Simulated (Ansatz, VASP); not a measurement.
**CoW3: VASP beside Ansatz**

INCAR

```
ALGO = Normal
EDIFF = 1E-6
ENCUT = 520
GGA = PS
ISIF = 2
ISMEAR = 0
ISPIN = 2
LASPH = T
LCHARG = F
LMAXMIX = 4
LORBIT = 11
LREAL = F
LWAVE = F
MAGMOM = 0 0 0 3.5
NBANDS = 38
NELM = 150
PREC = Accurate
SIGMA = 0.1
```

KPOINTS

```
k-points
0
Gamma
  12 12 12
```

File POSCAR:

```
CoW3
1.0
    0.0000000000      3.0720842694      3.0720842694
    3.0720842694      0.0000000000      3.0720842694
    3.0720842694      3.0720842694      0.0000000000
W Co
3 1
Direct
    0.2500000000      0.2500000000      0.2500000000
    0.7500000000      0.7500000000      0.7500000000
    0.5000000000      0.5000000000      0.5000000000
    0.0000000000      0.0000000000      0.0000000000
```

Input for Ansatz:

```yaml
crystal:
  lattice:
    - [0.0, 3.0720842694, 3.0720842694]
    - [3.0720842694, 0.0, 3.0720842694]
    - [3.0720842694, 3.0720842694, 0.0]
  atoms:
    - { symbol: W, position: [0.25, 0.25, 0.25] }
    - { symbol: W, position: [0.75, 0.75, 0.75] }
    - { symbol: W, position: [0.5, 0.5, 0.5] }
    - { symbol: Co, position: [0.0, 0.0, 0.0], spin: 3.5 }
basis:
  ecutwfc: 420
kpoints:
  mp_grid: { grid: [12, 12, 12] }
hamiltonian:
  xc: pbesol
scf:
  occupations: { method: gaussian, width: 0.1 }
  lower_state_search: "off"
output:
  forces: true
  stress: true
  eigenvalues: true
  populations: true
magnetization:
  spin_polarized: true
```

Alike in both runs: task single point; functional PBEsol; k mesh 12 × 12 × 12; occupations gaussian, width 0.1 eV; collinear spin.

```csv
,VASP,Ansatz
version,VASP 6.6.1,Ansatz 0.2.0
potentials or method,"VASP PAW PBE potentials, release 64 (W_sv, Co), cutoff 520 eV","scalar-relativistic, plane waves, PAW"
valence electrons in the cell,51,59
```

```csv
,VASP,Ansatz,Ansatz less VASP
gap on the k mesh at the Fermi level (eV),none,none,-
pressure (GPa),0.7,0.0,-0.69
net moment per atom (μB),0.33,0.34,+0.011
size of the moment on the site where the two differ most (μB),1.07,1.12,+0.050
```

VASP's potentials were made for PBE, not for PBEsol. Site moments also hang on the region over which each program counts them. A gap of «none» marks a metal or a gap that the smearing closes. VASP's potentials hold 51 valence electrons a cell and Ansatz's 59, so a difference there can come from the potentials and not from the codes.

Spin-orbit coupling is off throughout.
